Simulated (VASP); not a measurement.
# Hf3SiMo (Pm-3m) in VASP: further runs, part 2 of 2

VASP 6.6.1. The steps go on from the part before.

## 4. Relaxation of cell and atoms, PBE

Contents of INCAR:

```
ALGO     = Fast           # electronic algorithm
EDIFF    = 1E-7           # SCF threshold, eV
EDIFFG   = -0.04          # ionic threshold
ENCUT    = 600            # plane-wave cutoff, eV
GGA      = PE             # functional
IBRION   = 2              # ionic algorithm
ISIF     = 3              # what is computed and relaxed
ISMEAR   = 0              # smearing method
LASPH    = True           # aspherical terms in the spheres
LCHARG   = False          # write CHGCAR
LREAL    = False          # projectors in reciprocal space
LWAVE    = False          # write WAVECAR
NELM     = 60             # most SCF steps
NSW      = 90             # ionic steps
PREC     = Accurate       # precision mode
SIGMA    = 0.1            # smearing width, eV
```

Contents of KPOINTS:

```
k-points
0
Gamma
  4 4 4
```

Contents of POSCAR:

```
Hf3SiMo
1.0
    4.4364631900      0.0000000000      0.0000000000
    0.0000000000      4.4364631900      0.0000000000
    0.0000000000      0.0000000000      4.4364631900
Hf Si Mo
3 1 1
Direct
    0.5000000000      0.0000000000      0.5000000000
    0.5000000000      0.5000000000      0.0000000000
    0.0000000000      0.5000000000      0.5000000000
    0.0000000000      0.0000000000      0.0000000000
    0.5000000000      0.5000000000      0.5000000000
```

Potentials or basis: VASP PAW PBE potentials, release 64 (Hf_pv, Si, Mo_sv).

Launch:

```
cat potpaw_PBE.64/Hf_pv/POTCAR potpaw_PBE.64/Si/POTCAR potpaw_PBE.64/Mo_sv/POTCAR > POTCAR
mpirun -np 1 vasp_std > vasp.out
```

OUTCAR:

```text
EDIFF = 1E-7
   EDIFFG = -0.04
   ENCUT = 600
   GGA = PE
   IBRION = 2
   ISIF = 3
   ISMEAR = 0
   LASPH = True
   LREAL = False
   NELM = 60
   NSW = 90
   PREC = Accurate

 ion  position               nearest neighbor table
   1  0.500  0.000  0.500-   5 2.22   5 2.22   4 3.14   2 3.14   2 3.14   4 3.14   2 3.14   3 3.14
                             3 3.14   2 3.14   3 3.14   4 3.14   4 3.14   3 3.14
   2  0.500  0.500  0.000-   5 2.22   5 2.22   4 3.14   1 3.14   1 3.14   3 3.14   3 3.14   1 3.14
                             4 3.14   1 3.14   3 3.14   4 3.14   3 3.14   4 3.14
   3  0.000  0.500  0.500-   5 2.22   5 2.22   4 3.14   1 3.14   2 3.14   4 3.14   1 3.14   4 3.14
                             4 3.14   1 3.14   2 3.14   2 3.14   2 3.14   1 3.14
   4  0.000  0.000  0.000-   1 3.14   2 3.14   3 3.14   1 3.14   3 3.14   2 3.14   3 3.14   3 3.14
                             1 3.14   2 3.14   1 3.14   2 3.14
   5  0.500  0.500  0.500-   1 2.22   2 2.22   3 2.22   2 2.22   1 2.22   3 2.22

  LATTYP: Found a simple cubic cell.
 ALAT       =     4.4364631900

  Lattice vectors:

 A1 = (   4.4364631900,   0.0000000000,   0.0000000000)
[... 221 lines left out ...]
      1     -57.7908      2.00000
      2     -32.0038      2.00000
      3     -32.0038      2.00000
      4     -32.0038      2.00000
      5     -29.9074      2.00000
      6     -29.9074      2.00000
[... 376 lines left out ...]
--------------------------------------- Ionic step        4  -------------------------------------------

 number of electron      48.0000007 magnetization

 Free energy of the ion-electron system (eV)
  ---------------------------------------------------
  ext. energy  EPLUGINS =         0.00000000
  ---------------------------------------------------
  free energy    TOTEN  =       -41.37477974 eV

  energy without entropy =      -41.32534124  energy(sigma->0) =      -41.35006049

 E-fermi :   4.8275     XC(G=0): -10.4383

 val. band max:        4.7832814055   @ k =   0.5000   0.2500   0.0000
 cond. band min:       4.8474476734   @ k =   0.5000   0.2500   0.0000
 fundamental gap:      0.0641662680
 Fermi energy:         4.8274872702

 k-point     1 :       0.0000    0.0000    0.0000
  band No.  band energies     occupation
      1     -54.9454      2.00000
      2     -29.7655      2.00000
      3     -29.7655      2.00000
      4     -29.7655      2.00000
      5     -26.1484      2.00000
      6     -26.1484      2.00000
[... 331 lines left out ...]
  FREE ENERGIE OF THE ION-ELECTRON SYSTEM (eV)
  ---------------------------------------------------
  free  energy   TOTEN  =       -41.3747797369 eV

  energy  without entropy=      -41.3253412384  energy(sigma->0) =      -41.35006049

 reached required accuracy - stopping structural energy minimisation
```

Run time: 1.9 min. Hardware: 1 thread of Intel Xeon 6975P-C (Granite Rapids), shared host; peak memory 0.22 GiB.

Results:

```yaml
Free_energy: -41.3748 eV
Relaxed_volume: 24.01 Å³/atom
Relaxed_cell: a = 4.933 Å, b = 4.933 Å, c = 4.933 Å, α = 90.00°, β = 90.00°, γ = 90.00°
Space_group_after_relaxing_to_0.1_Å: Pm-3m (No. 221)
Energy_gained_by_relaxing: 769.9 meV/atom
Ionic_steps: 4
Pressure_after_relaxing: 0.1 GPa
Band_gap_on_the_k_mesh: zero (bands 24 and 25 overlap by 0.98 eV)
```

Step by step:
| step | energy change (eV) | largest force (eV/Å) | pressure (GPa) | volume (Å³) |
| --- | --- | --- | --- | --- |
| 1 | 0.0000 | 0.0000 | 52.06 | 87.32 |
| 2 | 0.5453 | 0.0000 | -14.59 | 180.47 |
| 3 | -3.8489 | 0.0000 | -0.40 | 120.79 |
| 4 | -3.8497 | 0.0000 | 0.07 | 120.05 |

Final structure:
```
CELL_PARAMETERS angstrom
4.93312 0.00000 0.00000
0.00000 4.93312 0.00000
0.00000 0.00000 4.93312
ATOMIC_POSITIONS crystal
Hf 0.50000 0.00000 0.50000
Hf 0.50000 0.50000 0.00000
Hf 0.00000 0.50000 0.50000
Si 0.00000 0.00000 0.00000
Mo 0.50000 0.50000 0.50000
```

Levels at points of the mesh, in eV from the Fermi level:
```csv
k point,band 21,band 22,band 23,band 24,band 25,band 26,band 27,band 28
"(0.00, 0.00, 0.00)",-1.18,-1.18,-0.69,0.84,1.83,1.83,5.00,5.02
"(0.50, 0.00, 0.00)",-0.36,-0.18,-0.18,-0.16,-0.05,0.15,0.15,1.28
"(0.50, 0.50, 0.00)",-0.99,-0.90,-0.46,-0.14,-0.14,0.22,1.92,2.13
"(0.50, 0.50, 0.50)",0.31,0.31,0.31,0.49,0.49,0.69,0.69,0.69
```

Caveat: the volume moved by over 15 % at a fixed basis, so the end points are rough; spin-orbit coupling is left out, which moves the levels of the heavy elements.

## 5. Single point, PBE

This run uses another cell than the first one, of 24.46 Å³/atom.

Contents of INCAR:

```
SYSTEM = Hf3SiMo
PREC = Accurate ; ENCUT = 520
EDIFF = 1E-6 ; ISMEAR = 0
SIGMA = 0.1 ; LREAL = .FALSE.
LASPH = .TRUE. ; NELM = 80
ALGO = Fast ; ISIF = 2
LWAVE = .FALSE. ; LCHARG = .TRUE.
GGA = PE ; LELF = .TRUE.
LVHAR = .TRUE. ; NBANDS = 32
```

Contents of KPOINTS:

```
Automatic mesh
0
G
  8 8 8
  0 0 0
```

Changes to POSCAR since step 4:

```diff
@@ -2,5 +2,5 @@
 1.0
-    4.4364631900      0.0000000000      0.0000000000
-    0.0000000000      4.4364631900      0.0000000000
-    0.0000000000      0.0000000000      4.4364631900
+    4.9639834990      0.0000000000      0.0000000000
+    0.0000000000      4.9639834990      0.0000000000
+    0.0000000000      0.0000000000      4.9639834990
 Hf Si Mo
```

Launch:

```
cat potpaw_PBE.64/Hf_pv/POTCAR potpaw_PBE.64/Si/POTCAR potpaw_PBE.64/Mo_sv/POTCAR > POTCAR
mpirun -np 1 vasp_std > vasp.out
```

Wall time 91 s (1 thread of Intel Xeon 6975P-C (Granite Rapids), shared host); peak memory 0.32 GiB.

Results (log left out):

| Item | Value |
| --- | --- |
| Free energy | -41.4121 eV |
| Pressure | -0.5 GPa |
| Band gap on the k mesh | zero (bands 24 and 25 overlap by 1.11 eV) |

Levels at points of the mesh, in eV from the Fermi level:
```tsv
k point	band 21	band 22	band 23	band 24	band 25	band 26	band 27	band 28
(0.00, 0.00, 0.00)	-1.20	-1.20	-0.75	-0.75	-0.75	0.72	1.75	1.75
(0.50, 0.00, 0.00)	-0.48	-0.20	-0.20	-0.19	-0.11	0.11	0.11	1.21
(0.50, 0.50, 0.00)	-0.93	-0.91	-0.48	-0.18	-0.18	0.26	1.84	1.84
(0.50, 0.50, 0.50)	0.23	0.35	0.35	0.35	0.54	0.54	0.65	0.65
```

Caveat: spin-orbit coupling is left out, which moves the levels of the heavy elements.

## 6. Relaxation of cell and atoms, PBE

This run uses another cell than the first one, of 24.16 Å³/atom.

Contents of INCAR:

```
SYSTEM = Hf3SiMo
  PREC = Accurate
  ENCUT = 600
  EDIFF = 1E-7
  ISMEAR = 0
  SIGMA = 0.1
  LREAL = .FALSE.
  LASPH = .TRUE.
  NELM = 100
  ALGO = Fast
  ISIF = 3
  LWAVE = .FALSE.
  LCHARG = .FALSE.
  GGA = PE
  IBRION = 2
  NSW = 100
  EDIFFG = -0.01
```

Contents of KPOINTS:

```
regular mesh
0
G
  8 8 8
  0 0 0
```

Changes to POSCAR since step 5:

```diff
@@ -2,5 +2,5 @@
 1.0
-    4.9639834990      0.0000000000      0.0000000000
-    0.0000000000      4.9639834990      0.0000000000
-    0.0000000000      0.0000000000      4.9639834990
+    4.9432219892      0.0000000000      0.0000000000
+    0.0000000000      4.9432219892      0.0000000000
+    0.0000000000      0.0000000000      4.9432219892
 Hf Si Mo
```

Potentials or basis: VASP PAW PBE potentials, release 64 (Hf_pv, Si, Mo_sv).

Launch:

```
cat potpaw_PBE.64/Hf_pv/POTCAR potpaw_PBE.64/Si/POTCAR potpaw_PBE.64/Mo_sv/POTCAR > POTCAR
mpirun -np 1 vasp_std > vasp.out
```

OUTCAR:

```text
SYSTEM = Hf3SiMo
   PREC = Accurate
   ENCUT = 600
   EDIFF = 1E-7
   ISMEAR = 0
   LREAL = .FALSE.
   LASPH = .TRUE.
   NELM = 100
   ISIF = 3
   GGA = PE
   IBRION = 2
   NSW = 100
   EDIFFG = -0.01

 ion  position               nearest neighbor table
   1  0.500  0.000  0.500-   5 2.47   5 2.47   4 3.50   2 3.50   2 3.50   4 3.50   2 3.50   3 3.50
                             3 3.50   2 3.50   3 3.50   4 3.50   4 3.50   3 3.50
   2  0.500  0.500  0.000-   5 2.47   5 2.47   4 3.50   1 3.50   1 3.50   3 3.50   3 3.50   1 3.50
                             4 3.50   1 3.50   3 3.50   4 3.50   3 3.50   4 3.50
   3  0.000  0.500  0.500-   5 2.47   5 2.47   4 3.50   1 3.50   2 3.50   4 3.50   1 3.50   4 3.50
                             4 3.50   1 3.50   2 3.50   2 3.50   2 3.50   1 3.50
   4  0.000  0.000  0.000-   1 3.50   2 3.50   3 3.50   1 3.50   3 3.50   2 3.50   3 3.50   3 3.50
                             1 3.50   2 3.50   1 3.50   2 3.50
   5  0.500  0.500  0.500-   1 2.47   2 2.47   3 2.47   2 2.47   1 2.47   3 2.47

  LATTYP: Found a simple cubic cell.
 ALAT       =     4.9432219892

  Lattice vectors:

 A1 = (   4.9432219892,   0.0000000000,   0.0000000000)
 A2 = (   0.0000000000,   4.9432219892,   0.0000000000)
 A3 = (   0.0000000000,   0.0000000000,   4.9432219892)

Analysis of symmetry for initial positions (statically):
=====================================================================
 Subroutine PRICEL returns:
 Original cell was already a primitive cell.

 Routine SETGRP: Setting up the symmetry group for a
 simple cubic supercell.

 Subroutine GETGRP returns: Found 48 space group operations
 (whereof 48 operations were pure point group operations)
 out of a pool of 48 trial point group operations.

The static configuration has the point symmetry O_h .

Analysis of symmetry for dynamics (positions and initial velocities):
=====================================================================
 Subroutine PRICEL returns:
 Original cell was already a primitive cell.

 Routine SETGRP: Setting up the symmetry group for a
 simple cubic supercell.

 Subroutine GETGRP returns: Found 48 space group operations
 (whereof 48 operations were pure point group operations)
 out of a pool of 48 trial point group operations.

The dynamic configuration has the point symmetry O_h .

 Subroutine INISYM returns: Found 48 space group operations
 (whereof 48 operations are pure point group operations),
 and found     1 'primitive' translations

----------------------------------------------------------------------------------------

                                     Primitive cell

  volume of cell :     120.7898

  direct lattice vectors                    reciprocal lattice vectors
     4.943221989  0.000000000  0.000000000     0.202297207  0.000000000  0.000000000
     0.000000000  4.943221989  0.000000000     0.000000000  0.202297207  0.000000000
     0.000000000  0.000000000  4.943221989     0.000000000  0.000000000  0.202297207

  length of vectors
     4.943221989  4.943221989  4.943221989     0.202297207  0.202297207  0.202297207

  position of ions in fractional coordinates (direct lattice)
     0.500000000  0.000000000  0.500000000
     0.500000000  0.500000000  0.000000000
[... 64 lines left out ...]
 [... further k-points ...]
   k-points           NKPTS =     35   k-points in BZ     NKDIM =     35   number of bands    NBANDS=     28
   number of dos      NEDOS =    301   number of ions     NIONS =      5
   total plane-waves  NPLWV =  64000
   dimension x,y,z NGX =    40 NGY =   40 NGZ =   40
   dimension x,y,z NGXF=    80 NGYF=   80 NGZF=   80
   ions per type =               3   1   1
   NGX,Y,Z   is equivalent  to a cutoff of  13.45, 13.45, 13.45 a.u.
   NGXF,Y,Z  is equivalent  to a cutoff of  26.90, 26.90, 26.90 a.u.
 SYSTEM =  Hf3SiMo
   PREC   = accura    normal or accurate (medium, high low for compatibility)
   ISTART =      0    job   : 0-new  1-cont  2-samecut
   ICHARG =      2    charge: 1-file 2-atom 10-const
   ISPIN  =      1    spin polarized calculation?
   LNONCOLLINEAR =      F non collinear calculations
   LSORBIT =      F    spin-orbit coupling
   LASPH  =      T    aspherical Exc in radial PAW
   ENCUT  =  600.0 eV  44.10 Ry    6.64 a.u.   9.87  9.87  9.87*2*pi/ulx,y,z
   NELM   =    100;   NELMIN=  2; NELMDL= -5     # of ELM steps
   EDIFF  = 0.1E-06   stopping-criterion for ELM
   LREAL  =      F    real-space projection
   EDIFFG = -.1E-01   stopping-criterion for IOM
   NSW    =    100    number of steps for IOM
   IBRION =      2    ionic relax: 0-MD 1-quasi-New 2-CG
   NFREE  =      1    steps in history (QN), initial steepest desc. (CG)
   ISIF   =      3    stress and relaxation
   ISYM   =      2    0-nonsym 1-usesym 2-fastsym
   POTIM  = 0.5000    time-step for ionic-motion
   TEBEG  =    0.0;   TEEND  =   0.0 temperature during run
   PSTRESS=    0.0 pullay stress
   NELECT =      48.0000    total number of electrons
   NUPDOWN=      -1.0000    fix difference up-down
   EMIN   =  10.00;   EMAX   =-10.00  energy-range for DOS
   EFERMI =   0.00;   METHOD = LEGACY
   ISMEAR =     0;   SIGMA  =   0.10  broadening in eV -4-tet -1-fermi 0-gaus
   EFERMI_NEDOS =   21; number of points for ismear=-14 and -15
   IALGO  =     68    algorithm
   IMIX   =      4    mixing-type and parameters
     AMIX     =   0.40;   BMIX     =  1.00
     AMIX_MAG =   1.60;   BMIX_MAG =  1.00
  volume/ion in A,a.u.               =      24.16       163.03
  Fermi-wavevector in a.u.,A,eV,Ry     =   1.203590  2.274455 19.709783  1.448628
  Thomas-Fermi vector in A             =   2.339339
   LORBIT       =      0    0 simple, 1 ext, 2 COOP (PROOUT), +10 PAW based schemes
   GGA     = PE    functional components
   LHFCALC =     F    Hartree Fock is set to
   AEXX    =    0.0000 exact exchange contribution
   IVDW    =     0    specifies the selected vdW correction
   LEPSILON=     F    determine dielectric tensor
   LRPA    =     F    only Hartree local field effects (RPA)
 conjugate gradient relaxation of ions
 non-spin polarized calculation
 RMM-DIIS sequential band-by-band and
 Gauss-broadening in eV      SIGMA  =   0.10
  energy-cutoff  :      600.00
  volume of cell :      120.79
 maximum number of plane-waves:      4068
 NGX is ok and might be reduce to    40
   NGX = 19   NGY = 19   NGZ = 19

--------------------------------------- Ionic step        1  -------------------------------------------

 number of electron      47.9999994 magnetization

 Free energy of the ion-electron system (eV)
  ---------------------------------------------------
  ext. energy  EPLUGINS =         0.00000000
  ---------------------------------------------------
  free energy    TOTEN  =       -41.41214906 eV

  energy without entropy =      -41.36694121  energy(sigma->0) =      -41.38954514

------------------------ aborting loop because EDIFF is reached ----------------------------------------

  FORCE on cell =-STRESS in cart. coord.  units (eV):
  Direction    XX          YY          ZZ          XY          YZ          ZX
  --------------------------------------------------------------------------------------
  -------------------------------------------------------------------------------------
  Total        0.3815648      0.3815648      0.3815648      0.0000000      0.0000000     -0.0000000
  in kB        5.0611424      5.0611424      5.0611424      0.0000000      0.0000000     -0.0000000
  external PRESSURE =       5.0611424 kB  Pullay stress =       0.0000000 kB
[... 65 lines left out ...]
--------------------------------------- Ionic step        3  -------------------------------------------

 number of electron      47.9999993 magnetization

 Free energy of the ion-electron system (eV)
  ---------------------------------------------------
  ext. energy  EPLUGINS =         0.00000000
  ---------------------------------------------------
  free energy    TOTEN  =       -41.41330892 eV

  energy without entropy =      -41.36788779  energy(sigma->0) =      -41.39059835

 E-fermi :   4.7901     XC(G=0): -10.3830

 val. band max:        4.7792097964   @ k =   0.5000   0.3750   0.0000
 cond. band min:       4.7904774823   @ k =   0.5000   0.3750   0.1250
 fundamental gap:      0.0112676859
 Fermi energy:         4.7900927372

 k-point     1 :       0.0000    0.0000    0.0000
  band No.  band energies     occupation
      1     -54.8727      2.00000
      2     -29.6817      2.00000
      3     -29.6817      2.00000
      4     -29.6817      2.00000
      5     -26.2807      2.00000
      6     -26.2807      2.00000
[... 733 lines left out ...]
     27       6.3297      0.00000
     28       6.4379      0.00000

 [... further k-points ...]

------------------------ aborting loop because EDIFF is reached ----------------------------------------

  FORCE on cell =-STRESS in cart. coord.  units (eV):
  Direction    XX          YY          ZZ          XY          YZ          ZX
  --------------------------------------------------------------------------------------
  -------------------------------------------------------------------------------------
  Total       -0.0037542     -0.0037542     -0.0037542      0.0000000      0.0000000      0.0000000
  in kB       -0.0494941     -0.0494941     -0.0494941      0.0000000      0.0000000      0.0000000
  external PRESSURE =      -0.0494941 kB  Pullay stress =       0.0000000 kB
[... 20 lines left out ...]
  FREE ENERGIE OF THE ION-ELECTRON SYSTEM (eV)
  ---------------------------------------------------
  free  energy   TOTEN  =       -41.4133089224 eV

  energy  without entropy=      -41.3678877851  energy(sigma->0) =      -41.39059835

 reached required accuracy - stopping structural energy minimisation
```

CONTCAR:

```text
Hf3SiMo
   1.00000000000000
     4.9532588943641542    0.0000000000000000   -0.0000000000000000
     0.0000000000000000    4.9532588943641542    0.0000000000000000
    -0.0000000000000000    0.0000000000000000    4.9532588943641542
  Hf              Si              Mo
     3     1     1
Direct
     0.5000000000000000    0.0000000000000000    0.5000000000000000
     0.5000000000000000    0.5000000000000000    0.0000000000000000
     0.0000000000000000    0.5000000000000000    0.5000000000000000
     0.0000000000000000    0.0000000000000000    0.0000000000000000
     0.5000000000000000    0.5000000000000000    0.5000000000000000

  0.00000000E+00  0.00000000E+00  0.00000000E+00
  0.00000000E+00  0.00000000E+00  0.00000000E+00
  0.00000000E+00  0.00000000E+00  0.00000000E+00
  0.00000000E+00  0.00000000E+00  0.00000000E+00
  0.00000000E+00  0.00000000E+00  0.00000000E+00
```

Wall time 3.8 min (1 thread of Intel Xeon 6975P-C (Granite Rapids), shared host); peak memory 0.36 GiB.

What came out:

```
Free energy                           : -41.4133 eV
Relaxed volume                        : 24.31 Å³/atom
Relaxed cell                          : a = 4.953 Å, b = 4.953 Å, c = 4.953 Å, α = 90.00°, β = 90.00°, γ = 90.00°
Space group after relaxing (to 0.1 Å) : Pm-3m (No. 221)
Energy gained by relaxing             : 0.2 meV/atom
Ionic steps                           : 3
Pressure after relaxing               : 0.0 GPa
Band gap on the k mesh                : zero (bands 24 and 25 overlap by 1.10 eV)
```

The path:
| step | energy change (eV) | largest force (eV/Å) | pressure (GPa) | volume (Å³) |
| --- | --- | --- | --- | --- |
| 1 | 0.0000 | 0.0000 | 0.51 | 120.79 |
| 2 | -0.0004 | 0.0000 | -0.39 | 122.13 |
| 3 | -0.0012 | 0.0000 | 0.00 | 121.53 |

Final structure:
```
Hf Si Mo
1.0
     4.95326    0.00000    0.00000
     0.00000    4.95326    0.00000
     0.00000    0.00000    4.95326
Hf Si Mo
3 1 1
Cartesian
  2.4766 0.0000 2.4766
  2.4766 2.4766 0.0000
  0.0000 2.4766 2.4766
  0.0000 0.0000 0.0000
  2.4766 2.4766 2.4766
```

Caveat: spin-orbit coupling is left out, which moves the levels of the heavy elements.

## 7. Overview

| task | cell | k mesh | cutoff (eV) | gap on the mesh (eV) | pressure (GPa) | relaxed volume (Å³/atom) |
| --- | --- | --- | --- | --- | --- | --- |
| single point | a = 4.436 Å, 5 atoms | 4 × 4 × 4 | 520 | none | 52.1 | - |
| single point | a = 4.943 Å, 5 atoms | 4 × 4 × 4 | 520 | none | -0.4 | - |
| relaxation of cell and atoms | relaxed from a = 4.436 Å, 5 atoms | 4 × 4 × 4 | 600 | none | 0.1 | 24.01 |
| single point | a = 4.964 Å, 5 atoms | 8 × 8 × 8 | 520 | none | -0.5 | - |
| relaxation of cell and atoms | relaxed from a = 4.943 Å, 5 atoms | 8 × 8 × 8 | 600 | none | 0.0 | 24.31 |

Alike in all rows: level PBE; potentials or basis VASP PAW PBE potentials, release 64 (Hf_pv, Si, Mo_sv); no spin polarisation; smearing gaussian 0.1 eV.

Caveats: spin-orbit coupling is left out, which moves the levels of the heavy elements; the cell stands under pressure (at least some runs); the volume moved by over 15 % at a fixed basis, so the end points are rough (at least some runs).

Total energies depend on the potentials used, so only differences within one code and one set of settings carry meaning.
